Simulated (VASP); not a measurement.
# AlGaN2: single point with r2SCAN

AlGaN2:

```
Al Ga N
1.0
     3.04665    0.00000    0.00000
     0.00000    3.04665    0.00000
     0.00000    0.00000    4.55655
Al Ga N
1 1 2
Direct
  0.50000 0.50000 0.50000
  0.00000 0.00000 0.00000
  0.50000 0.00000 0.73826
  0.00000 0.50000 0.26174
```

This cell differs from its parent crystal: strain -0.030 along x and y, +0.030 along z.

| Quantity | Value |
| --- | --- |
| Program | VASP 6.6.1 |
| Task | single point |
| Functional | r2SCAN |
| Potentials or basis | VASP PAW PBE potentials, release 64 (Al, Ga_d, N) |
| Cutoff | 520 eV |
| k mesh | 8 × 8 × 6 |
| Occupations | gaussian, width 0.05 eV |
| Spin | no spin polarisation |
| Dipole correction | no |
| Further INCAR settings | ALGO = Normal; EDIFF = 1e-07; NBANDS = 21 |

- Pressure: 6.6 GPa
- Largest force: 0.108 eV/Å
- Band gap on the k mesh: 3.49 eV, direct

Forces in eV/Å, atoms in the order of the input:
```
Al   0.000  0.000  0.000
Ga   0.000  0.000  0.000
N    0.000  0.000  0.108
N    0.000  0.000 -0.108
```

Stress tensor (GPa, compression positive):
```
9.82 0.00 0.00
0.00 9.82 0.00
0.00 0.00 0.30
```

Levels at points of the mesh, in eV from the valence-band top:
```csv
k point,band 10,band 11,band 12,band 13,band 14,band 15,band 16,band 17
"(0.00, 0.00, 0.00)",-2.23,-0.53,0.00,0.00,3.49,4.29,9.14,12.20
"(0.50, 0.00, 0.00)",-3.38,-3.36,-0.92,-0.49,7.90,7.99,9.33,9.70
"(0.50, 0.50, 0.00)",-2.66,-2.64,-2.63,-2.63,3.66,3.66,6.69,9.40
"(0.00, 0.00, 0.50)",-1.55,-1.55,-0.89,-0.89,5.87,5.91,8.78,10.68
"(0.50, 0.00, 0.50)",-1.24,-1.04,-0.91,-0.40,5.82,7.26,10.17,10.49
"(0.50, 0.50, 0.50)",-4.23,-3.50,-3.42,-3.42,6.41,6.41,9.64,11.09
```

Wall time 6.8 min on 1 thread of AMD EPYC 7R43 64-Core Processor (Zen 3), with other jobs on the host, peak memory 0.16 GiB.

Caveat: the cell differs from its parent crystal (strain -0.030 along x and y, +0.030 along z); the PAW data sets were made with another functional, which shifts forces and pressure a little. A k mesh can miss the band edges.
